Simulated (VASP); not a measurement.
Wanted: the native input for a VASP 6.6.1 run.

```
Task                   : relaxation of the atoms
Functional             : r2SCAN
Potentials or basis    : VASP PAW PBE potentials, release 64 (K_sv, F)
Cutoff                 : 520 eV
k mesh                 : 10 × 10 × 10
Occupations            : fermi-dirac, width 0.02 eV
Spin                   : no spin polarisation
Dipole correction      : no
Further INCAR settings : ALGO = Normal; EDIFF = 1e-06; IBRION = 2; EDIFFG = -0.01; NSW = 50
```

The system is KF (Carobbiite).

```xyz
2
Lattice="0.0000 2.6048 2.6048 2.6048 0.0000 2.6048 2.6048 2.6048 0.0000" Properties=species:S:1:pos:R:3 pbc="T T T"
K     0.0000    0.0000    0.0000
F     2.6048    2.6048    2.6048
```

The input as run:

POSCAR

```
KF
1.0
    0.0000000000      2.6047736200      2.6047736200
    2.6047736200      0.0000000000      2.6047736200
    2.6047736200      2.6047736200      0.0000000000
K F
1 1
Direct
    0.0000000000      0.0000000000      0.0000000000
    0.5000000000      0.5000000000      0.5000000000
```

INCAR.step1

```
SYSTEM = KF
PREC = Accurate
ENCUT = 520
ISMEAR = -1
SIGMA = 0.02
LREAL = .FALSE.
LASPH = .TRUE.
NELM = 100
GGA = PE
ALGO = Normal
EDIFF = 1E-4
LWAVE = .TRUE.
LCHARG = .FALSE.
```

INCAR.step2

```
SYSTEM = KF
PREC = Accurate
ENCUT = 520
EDIFF = 1E-6
ISMEAR = -1
SIGMA = 0.02
LREAL = .FALSE.
LASPH = .TRUE.
NELM = 100
ALGO = Normal
ISIF = 2
LWAVE = .FALSE.
LCHARG = .FALSE.
METAGGA = R2SCAN
LMIXTAU = .TRUE.
IBRION = 2
NSW = 50
EDIFFG = -0.01
ISTART = 1
```

KPOINTS

```
Automatic mesh
0
G
  10 10 10
  0 0 0
```

Potentials or basis: VASP PAW PBE potentials, release 64 (K_sv, F).

The run is started by

```bash
$ cat potpaw_PBE.64/K_sv/POTCAR potpaw_PBE.64/F/POTCAR > POTCAR
$ cp INCAR.step1 INCAR
$ mpirun -np 1 vasp_std > vasp.out
$ cp INCAR.step2 INCAR
$ mpirun -np 1 vasp_std > vasp.out
```

It gave:

* Pressure after relaxing: 2.6 GPa
* Band gap on the k mesh: 7.26 eV, direct

Caveat: the relaxation stopped at its first step, so nothing moved; the PAW data sets were made with another functional, which shifts forces and pressure a little.

It took 53 s on 1 thread of Intel(R) Xeon(R) 6975P-C (Granite Rapids), on a shared host, peak memory 0.17 GiB.
